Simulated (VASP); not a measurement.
# Cd3Te2Se (P3m1) in VASP: notebook

Runs on Cd3Te2Se. Level: PBE. Tasks: single point.

Program: VASP 6.6.1. These are calculated values, not measurements. Logs are shortened: lines on timing, memory, paths and dates and some standing lists are left out, and cuts for length are marked.

### 1 The cell of the first run

Symmetry: P3m1, No. 156, trigonal system. The conventional cell has a = 4.306 Å, b = 4.306 Å, c = 10.548 Å, α = 90.00°, β = 90.00°, γ = 120.00°. Cd (site symmetry 3m) has 4 Te at 2.64 Å within 3.5 Å. Within 3.5 Å of Cd (site symmetry 3m) lie 1 Te at 2.64 Å and 3 Se at 2.64 Å. Cd (site symmetry 3m) has 3 Te at 2.64 Å and 1 Se at 2.64 Å within 3.5 Å. Within 3.5 Å of Te (site symmetry 3m) lie 4 Cd at 2.64 Å. Te (site symmetry 3m) has 4 Cd at 2.64 Å within 3.5 Å. Within 3.5 Å of Se (site symmetry 3m) lie 4 Cd at 2.64 Å.

### 2 Single point, PBE

INCAR

```
SYSTEM = Cd3Te2Se
ALGO = Normal
EDIFF = 1E-6
ENCUT = 520
GGA = PE
ISIF = 2
ISMEAR = 0
LASPH = .TRUE.
LCHARG = .FALSE.
LREAL = .FALSE.
LWAVE = .FALSE.
NBANDS = 36
NELM = 100
PREC = Accurate
SIGMA = 0.1
```

KPOINTS

```
k-points
0
G
  6 6 2
  0 0 0
```

POSCAR

```
Cd3Te2Se
1.0
    4.3061725600      0.0000000000      0.0000000000
   -2.1530862800      3.7292548300      0.0000000000
    0.0000000000      0.0000000000     10.5479255100
Cd Te Se
3 2 1
Direct
    0.0000000000      0.0000000000      0.0000000000
    0.3333333300      0.6666666700      0.6666666700
    0.6666666700      0.3333333300      0.3333333300
    0.3333333300      0.6666666700      0.9166666700
    0.0000000000      0.0000000000      0.2500000000
    0.6666666700      0.3333333300      0.5833333300
```

Potentials or basis: VASP PAW PBE potentials, release 64 (Cd, Te, Se).

The run is started by

```bash
cat potpaw_PBE.64/Cd/POTCAR potpaw_PBE.64/Te/POTCAR potpaw_PBE.64/Se/POTCAR > POTCAR
mpirun -np 1 vasp_std > vasp.out
```

OUTCAR:

```text
SYSTEM = Cd3Te2Se
   EDIFF = 1E-6
   ENCUT = 520
   GGA = PE
   ISIF = 2
   ISMEAR = 0
   LASPH = .TRUE.
   LREAL = .FALSE.
   NELM = 100
   PREC = Accurate

 ion  position               nearest neighbor table
   1  0.000  0.000  0.000-   4 2.64   5 2.64   4 2.64   4 2.64
   2  0.333  0.667  0.667-   4 2.64   6 2.64   6 2.64   6 2.64
   3  0.667  0.333  0.333-   5 2.64   6 2.64   5 2.64   5 2.64
   4  0.333  0.667  0.917-   1 2.64   2 2.64   1 2.64   1 2.64
   5  0.000  0.000  0.250-   3 2.64   1 2.64   3 2.64   3 2.64
   6  0.667  0.333  0.583-   3 2.64   2 2.64   2 2.64   2 2.64

  LATTYP: Found a hexagonal cell.
 ALAT       =     4.3061725600
 C/A-ratio  =     2.4494897413

  Lattice vectors:

 A1 = (   4.3061725600,   0.0000000000,   0.0000000000)
 A2 = (  -2.1530862800,   3.7292548300,   0.0000000000)
 A3 = (   0.0000000000,   0.0000000000,  10.5479255100)

Analysis of symmetry for initial positions (statically):
=====================================================================
 Subroutine PRICEL returns:
 Original cell was already a primitive cell.

 Routine SETGRP: Setting up the symmetry group for a
 hexagonal supercell.

 Subroutine GETGRP returns: Found  6 space group operations
 (whereof  6 operations were pure point group operations)
 out of a pool of 24 trial point group operations.

The static configuration has the point symmetry C_3v.

Analysis of symmetry for dynamics (positions and initial velocities):
=====================================================================
 Subroutine PRICEL returns:
 Original cell was already a primitive cell.

 Routine SETGRP: Setting up the symmetry group for a
 hexagonal supercell.

 Subroutine GETGRP returns: Found  6 space group operations
 (whereof  6 operations were pure point group operations)
 out of a pool of 24 trial point group operations.

The dynamic configuration has the point symmetry C_3v.

 Subroutine INISYM returns: Found  6 space group operations
 (whereof  6 operations are pure point group operations),
 and found     1 'primitive' translations

----------------------------------------------------------------------------------------

                                     Primitive cell

  volume of cell :     169.3872

  direct lattice vectors                    reciprocal lattice vectors
     4.306172560  0.000000000  0.000000000     0.232224786  0.134075043  0.000000000
    -2.153086280  3.729254830  0.000000000     0.000000000  0.268150085  0.000000000
[... 85 lines left out ...]
   NSW    =      0    number of steps for IOM
   IBRION =     -1    ionic relax: 0-MD 1-quasi-New 2-CG
   NFREE  =      0    steps in history (QN), initial steepest desc. (CG)
   ISIF   =      2    stress and relaxation
   ISYM   =      2    0-nonsym 1-usesym 2-fastsym
   POTIM  = 0.5000    time-step for ionic-motion
   TEBEG  =    0.0;   TEEND  =   0.0 temperature during run
   PSTRESS=    0.0 pullay stress
   NELECT =      54.0000    total number of electrons
   NUPDOWN=      -1.0000    fix difference up-down
   EMIN   =  10.00;   EMAX   =-10.00  energy-range for DOS
   EFERMI =   0.00;   METHOD = LEGACY
   ISMEAR =     0;   SIGMA  =   0.10  broadening in eV -4-tet -1-fermi 0-gaus
   EFERMI_NEDOS =   21; number of points for ismear=-14 and -15
   IALGO  =     38    algorithm
   IMIX   =      4    mixing-type and parameters
     AMIX     =   0.40;   BMIX     =  1.00
     AMIX_MAG =   1.60;   BMIX_MAG =  1.00
  volume/ion in A,a.u.               =      28.23       190.51
  Fermi-wavevector in a.u.,A,eV,Ry     =   1.118354  2.113382 17.017015  1.250715
  Thomas-Fermi vector in A             =   2.254984
   LORBIT       =      0    0 simple, 1 ext, 2 COOP (PROOUT), +10 PAW based schemes
   GGA     = PE    functional components
   LHFCALC =     F    Hartree Fock is set to
   AEXX    =    0.0000 exact exchange contribution
   IVDW    =     0    specifies the selected vdW correction
   LEPSILON=     F    determine dielectric tensor
   LRPA    =     F    only Hartree local field effects (RPA)
 non-spin polarized calculation
 Gauss-broadening in eV      SIGMA  =   0.10
  energy-cutoff  :      520.00
  volume of cell :      169.39
 maximum number of plane-waves:      4576
   NGX = 17   NGY = 17   NGZ = 39

 number of electron      54.0000000 magnetization

 Free energy of the ion-electron system (eV)
  ---------------------------------------------------
  ext. energy  EPLUGINS =         0.00000000
  ---------------------------------------------------
  free energy    TOTEN  =       -13.82475617 eV

  energy without entropy =      -13.82475617  energy(sigma->0) =      -13.82475617

 E-fermi :   3.6521     XC(G=0):  -9.2521

 val. band max:        3.2118925214   @ k =   0.0000   0.0000   0.0000
 cond. band min:       4.0843379366   @ k =   0.0000   0.0000   0.0000
 fundamental gap:      0.8724454152
 Fermi energy:         3.6521394842

 k-point     1 :       0.0000    0.0000    0.0000
  band No.  band energies     occupation
      1      -9.6706      2.00000
      2      -8.8928      2.00000
      3      -8.6264      2.00000
      4      -5.7621      2.00000
      5      -5.7621      2.00000
      6      -5.6539      2.00000
[... 535 lines left out ...]
     35       9.3881      0.00000
     36       9.4862      0.00000

------------------------ aborting loop because EDIFF is reached ----------------------------------------

  FORCE on cell =-STRESS in cart. coord.  units (eV):
  Direction    XX          YY          ZZ          XY          YZ          ZX
  --------------------------------------------------------------------------------------
  -------------------------------------------------------------------------------------
  Total       12.5039732     12.5039732     12.1997082      0.0000000     -0.0000000      0.0000000
  in kB      118.2709469    118.2709469    115.3930048      0.0000000     -0.0000000      0.0000000
  external PRESSURE =     117.3116328 kB  Pullay stress =       0.0000000 kB

 VOLUME and BASIS-vectors are now :
 -----------------------------------------------------------------------------
  energy-cutoff  :      520.00
  volume of cell :      169.39
      direct lattice vectors                 reciprocal lattice vectors
     4.306172560  0.000000000  0.000000000     0.232224786  0.134075043  0.000000000
    -2.153086280  3.729254830  0.000000000     0.000000000  0.268150085  0.000000000
     0.000000000  0.000000000 10.547925510     0.000000000  0.000000000  0.094805372

 POSITION                                       TOTAL-FORCE (eV/Angst)
 -----------------------------------------------------------------------------------
      0.00000      0.00000      0.00000        -0.000000      0.000000     -0.004368
     -0.00000      2.48617      7.03195        -0.000000      0.000000     -0.964334
      2.15309      1.24308      3.51598        -0.000000      0.000000      0.982558
     -0.00000      2.48617      9.66893         0.000000     -0.000000     -0.149430
      0.00000      0.00000      2.63698         0.000000      0.000000      0.193009
      2.15309      1.24308      6.15296         0.000000     -0.000000     -0.057435
 -----------------------------------------------------------------------------------
    total drift:                               -0.000003      0.000001      0.000135

  FREE ENERGIE OF THE ION-ELECTRON SYSTEM (eV)
  ---------------------------------------------------
  free  energy   TOTEN  =       -13.8247561738 eV

  energy  without entropy=      -13.8247561738  energy(sigma->0) =      -13.82475617
```

OSZICAR:

```text
N       E                     dE             d eps       ncg     rms          rms(c)
DAV:   1     0.371071074442E+03    0.37107E+03   -0.25499E+04  1008   0.135E+03
DAV:   2     0.561861768445E+01   -0.36545E+03   -0.35632E+03  1100   0.331E+02
DAV:   3    -0.144461762116E+02   -0.20065E+02   -0.19967E+02  1216   0.765E+01
DAV:   4    -0.146967529285E+02   -0.25058E+00   -0.25039E+00  1268   0.752E+00
DAV:   5    -0.146996643084E+02   -0.29114E-02   -0.29113E-02  1156   0.790E-01    0.133E+01
DAV:   6    -0.138693749184E+02    0.83029E+00   -0.16687E+00  1200   0.118E+01    0.101E+01
DAV:   7    -0.138520653538E+02    0.17310E-01   -0.11390E+00  1092   0.489E+00    0.192E+00
DAV:   8    -0.138235438381E+02    0.28522E-01   -0.18339E-01  1068   0.363E+00    0.100E+00
DAV:   9    -0.138247065418E+02   -0.11627E-02   -0.31220E-02  1108   0.110E+00    0.297E-01
DAV:  10    -0.138246897527E+02    0.16789E-04   -0.11886E-03  1136   0.330E-01    0.119E-01
DAV:  11    -0.138247184603E+02   -0.28708E-04   -0.45502E-04  1212   0.121E-01    0.324E-02
DAV:  12    -0.138247480965E+02   -0.29636E-04   -0.69089E-05  1060   0.555E-02    0.287E-02
DAV:  13    -0.138247494570E+02   -0.13605E-05   -0.85979E-06  1256   0.258E-02    0.127E-02
DAV:  14    -0.138247553167E+02   -0.58597E-05   -0.84292E-06   944   0.123E-02    0.526E-03
DAV:  15    -0.138247561738E+02   -0.85714E-06   -0.78285E-07   836   0.603E-03
   1 F= -.13824756E+02 E0= -.13824756E+02  d E =-.120434E-10
```

Wall time 2 min (1 thread of Intel Xeon Platinum 8259CL at 2.50GHz (Skylake/Cascade Lake), shared host); peak memory 0.31 GiB.

What came out:

```yaml
Free_energy: -13.8248 eV
Pressure: 11.7 GPa
Largest_force: 0.983 eV/Å
Band_gap_on_the_k_mesh: 0.87 eV, direct
```

Forces on the atoms (eV/Å):
```
Cd   0.000  0.000 -0.004
Cd   0.000  0.000 -0.964
Cd   0.000  0.000  0.983
Te   0.000  0.000 -0.149
Te   0.000  0.000  0.193
Se   0.000  0.000 -0.057
```

Caveat: spin-orbit coupling is left out, which moves the levels of the heavy elements.

### 3 Single point, PBE

This run uses another cell than the first one, of 33.99 Å³/atom, 1.204 times its volume.

INCAR

```
PREC = Accurate
ENCUT = 520
EDIFF = 1E-7
ISMEAR = 0
SIGMA = 0.1
LREAL = F
LASPH = T
NELM = 60
ALGO = Normal
ISIF = 2
LWAVE = F
LCHARG = F
GGA = PE
NBANDS = 36
```

KPOINTS

```
regular mesh
0
Gamma
  6 6 2
```

POSCAR

```
Cd3Te2Se
1.0
    4.5828216468      0.0000000000      0.0000000000
   -2.2914108234      3.9688399671      0.0000000000
    0.0000000000      0.0000000000     11.2126564670
Cd Te Se
3 2 1
Direct
    0.0000000000      0.0000000000      0.0006495490
    0.3333333333      0.6666666667      0.6540182776
    0.6666666667      0.3333333333      0.3458629158
    0.3333333333      0.6666666667      0.9095001452
    0.0000000000      0.0000000000      0.2548928003
    0.6666666667      0.3333333333      0.5850763121
```

Potentials or basis: VASP PAW PBE potentials, release 64 (Cd, Te, Se).

The run is started by

```bash
cat potpaw_PBE.64/Cd/POTCAR potpaw_PBE.64/Te/POTCAR potpaw_PBE.64/Se/POTCAR > POTCAR
mpirun -np 1 vasp_std > vasp.out
```

Run time: 3.9 min. Hardware: 1 thread of Intel Xeon Platinum 8259CL at 2.50GHz (Skylake/Cascade Lake), shared host; peak memory 0.37 GiB.

It converged, with:

```
Free energy            : -15.0264 eV
Pressure               : 0.2 GPa
Largest force          : 0.018 eV/Å
Band gap on the k mesh : 0.25 eV, direct
```

Forces in eV/Å, atoms in the order of the input:
```
Cd   0.000  0.000 -0.002
Cd   0.000  0.000 -0.002
Cd   0.000  0.000 -0.002
Te   0.000  0.000 -0.008
Te   0.000  0.000 -0.004
Se   0.000  0.000  0.018
```

Levels at points of the mesh, in eV from the valence-band top:
| k point | band 23 | band 24 | band 25 | band 26 | band 27 | band 28 | band 29 | band 30 | band 31 | band 32 |
| --- | --- | --- | --- | --- | --- | --- | --- | --- | --- | --- |
| (0.00, 0.00, 0.00) | -0.42 | -0.42 | -0.20 | 0.00 | 0.00 | 0.25 | 1.81 | 2.15 | 4.87 | 4.87 |
| (0.50, 0.00, 0.00) | -1.86 | -1.63 | -1.55 | -1.17 | -0.91 | 2.48 | 2.74 | 2.82 | 2.88 | 4.68 |
| (0.00, 0.00, 0.50) | -1.07 | -0.33 | -0.33 | -0.08 | -0.08 | 1.15 | 1.87 | 2.04 | 4.49 | 5.10 |
| (0.50, 0.00, 0.50) | -2.02 | -1.85 | -1.39 | -0.83 | -0.74 | 1.75 | 2.84 | 3.04 | 3.57 | 3.91 |

Caveat: spin-orbit coupling is left out, which moves the levels of the heavy elements.

### 4 Single point, PBE

This run uses another cell than the first one, of 33.99 Å³/atom, 1.204 times its volume.

INCAR is that of step 3.

KPOINTS is that of step 3.

POSCAR

```
Cd3Te2Se
1.0
    4.5828216562      0.0000000000      0.0000000000
   -2.2914108281      3.9688399753      0.0000000000
    0.0000000000      0.0000000000     11.2126563236
Cd Te Se
3 2 1
Direct
    0.0000000000      0.0000000000      0.0006495423
    0.3333333333      0.6666666667      0.6540182672
    0.6666666667      0.3333333333      0.3458629260
    0.3333333333      0.6666666667      0.9095001388
    0.0000000000      0.0000000000      0.2548928010
    0.6666666667      0.3333333333      0.5850763247
```

Potentials or basis: VASP PAW PBE potentials, release 64 (Cd, Te, Se).

The run is started by

```bash
cat potpaw_PBE.64/Cd/POTCAR potpaw_PBE.64/Te/POTCAR potpaw_PBE.64/Se/POTCAR > POTCAR
mpirun -np 1 vasp_std > vasp.out
```

OUTCAR:

```text
PREC = Accurate
   ENCUT = 520
   EDIFF = 1E-7
   ISMEAR = 0
   LREAL = F
   LASPH = T
   NELM = 60
   ISIF = 2
   GGA = PE

 ion  position               nearest neighbor table
   1  0.000  0.000  0.001-   4 2.84   4 2.84   4 2.84   5 2.85
   2  0.333  0.667  0.654-   6 2.76   6 2.76   6 2.76   4 2.86
   3  0.667  0.333  0.346-   6 2.68   5 2.84   5 2.84   5 2.84
   4  0.333  0.667  0.910-   1 2.84   1 2.84   1 2.84   2 2.86
   5  0.000  0.000  0.255-   3 2.84   3 2.84   3 2.84   1 2.85
   6  0.667  0.333  0.585-   3 2.68   2 2.76   2 2.76   2 2.76

  LATTYP: Found a hexagonal cell.
 ALAT       =     4.5828216562
 C/A-ratio  =     2.4466708864

  Lattice vectors:

 A1 = (   4.5828216562,   0.0000000000,   0.0000000000)
 A2 = (  -2.2914108281,   3.9688399753,   0.0000000000)
 A3 = (   0.0000000000,   0.0000000000,  11.2126563236)

Analysis of symmetry for initial positions (statically):
=====================================================================
 Subroutine PRICEL returns:
 Original cell was already a primitive cell.

 Routine SETGRP: Setting up the symmetry group for a
 hexagonal supercell.

 Subroutine GETGRP returns: Found  6 space group operations
 (whereof  6 operations were pure point group operations)
 out of a pool of 24 trial point group operations.

The static configuration has the point symmetry C_3v.

Analysis of symmetry for dynamics (positions and initial velocities):
=====================================================================
 Subroutine PRICEL returns:
 Original cell was already a primitive cell.

 Routine SETGRP: Setting up the symmetry group for a
 hexagonal supercell.

 Subroutine GETGRP returns: Found  6 space group operations
 (whereof  6 operations were pure point group operations)
 out of a pool of 24 trial point group operations.
[... 116 lines left out ...]
   IMIX   =      4    mixing-type and parameters
     AMIX     =   0.40;   BMIX     =  1.00
     AMIX_MAG =   1.60;   BMIX_MAG =  1.00
  volume/ion in A,a.u.               =      33.99       229.38
  Fermi-wavevector in a.u.,A,eV,Ry     =   1.051246  1.986567 15.036048  1.105118
  Thomas-Fermi vector in A             =   2.186282
   LORBIT       =      0    0 simple, 1 ext, 2 COOP (PROOUT), +10 PAW based schemes
   GGA     = PE    functional components
   LHFCALC =     F    Hartree Fock is set to
   AEXX    =    0.0000 exact exchange contribution
   IVDW    =     0    specifies the selected vdW correction
   LEPSILON=     F    determine dielectric tensor
   LRPA    =     F    only Hartree local field effects (RPA)
 non-spin polarized calculation
 Gauss-broadening in eV      SIGMA  =   0.10
  energy-cutoff  :      520.00
  volume of cell :      203.94
 maximum number of plane-waves:      5543
 NGX is ok and might be reduce to    36
   NGX = 17   NGY = 17   NGZ = 41

 number of electron      54.0000018 magnetization

 Free energy of the ion-electron system (eV)
  ---------------------------------------------------
  ext. energy  EPLUGINS =         0.00000000
  ---------------------------------------------------
  free energy    TOTEN  =       -15.02643836 eV

  energy without entropy =      -15.02597096  energy(sigma->0) =      -15.02620466

 E-fermi :   1.7150     XC(G=0):  -8.4172

 val. band max:        1.5779498936   @ k =   0.0000   0.0000   0.0000
 cond. band min:       1.8284915140   @ k =   0.0000   0.0000   0.0000
 fundamental gap:      0.2505416204
 Fermi energy:         1.7150361437

 k-point     1 :       0.0000    0.0000    0.0000
  band No.  band energies     occupation
      1     -10.8248      2.00000
      2      -9.2557      2.00000
      3      -9.0874      2.00000
      4      -6.5802      2.00000
      5      -6.5802      2.00000
      6      -6.5677      2.00000
[... 535 lines left out ...]
     35       7.4699      0.00000
     36       7.5097      0.00000

------------------------ aborting loop because EDIFF is reached ----------------------------------------

  FORCE on cell =-STRESS in cart. coord.  units (eV):
  Direction    XX          YY          ZZ          XY          YZ          ZX
  --------------------------------------------------------------------------------------
  -------------------------------------------------------------------------------------
  Total        0.2150921      0.2150921      0.2143697      0.0000000      0.0000000      0.0000000
  in kB        1.6897790      1.6897790      1.6841043      0.0000000      0.0000000      0.0000000
  external PRESSURE =       1.6878875 kB  Pullay stress =       0.0000000 kB

 VOLUME and BASIS-vectors are now :
 -----------------------------------------------------------------------------
  energy-cutoff  :      520.00
  volume of cell :      203.94
      direct lattice vectors                 reciprocal lattice vectors
     4.582821656  0.000000000  0.000000000     0.218206178  0.125981396  0.000000000
    -2.291410828  3.968839975  0.000000000     0.000000000  0.251962792  0.000000000
     0.000000000  0.000000000 11.212656324     0.000000000  0.000000000  0.089184933

 POSITION                                       TOTAL-FORCE (eV/Angst)
 -----------------------------------------------------------------------------------
      0.00000      0.00000      0.00728         0.000000     -0.000000     -0.002396
     -0.00000      2.64589      7.33328         0.000000     -0.000000     -0.001647
      2.29141      1.32295      3.87804        -0.000000      0.000000     -0.001745
     -0.00000      2.64589     10.19791         0.000000     -0.000000     -0.008219
      0.00000      0.00000      2.85803         0.000000     -0.000000     -0.004065
      2.29141      1.32295      6.56026        -0.000000      0.000000      0.018073
 -----------------------------------------------------------------------------------
    total drift:                               -0.000001      0.000000     -0.000004

  FREE ENERGIE OF THE ION-ELECTRON SYSTEM (eV)
  ---------------------------------------------------
  free  energy   TOTEN  =       -15.0264383612 eV

  energy  without entropy=      -15.0259709580  energy(sigma->0) =      -15.02620466
```

It took 65 s on 1 thread of Intel Xeon Platinum 8559C (Emerald Rapids), shared host; peak memory 0.36 GiB.

What came out:

```yaml
Free_energy: -15.0264 eV
Pressure: 0.2 GPa
Largest_force: 0.018 eV/Å
Band_gap_on_the_k_mesh: 0.25 eV, direct
```

Forces on the atoms (eV/Å):
```
Cd   0.000  0.000 -0.002
Cd   0.000  0.000 -0.002
Cd   0.000  0.000 -0.002
Te   0.000  0.000 -0.008
Te   0.000  0.000 -0.004
Se   0.000  0.000  0.018
```

Caveat: spin-orbit coupling is left out, which moves the levels of the heavy elements.

(Continued in part 2 of 2.)
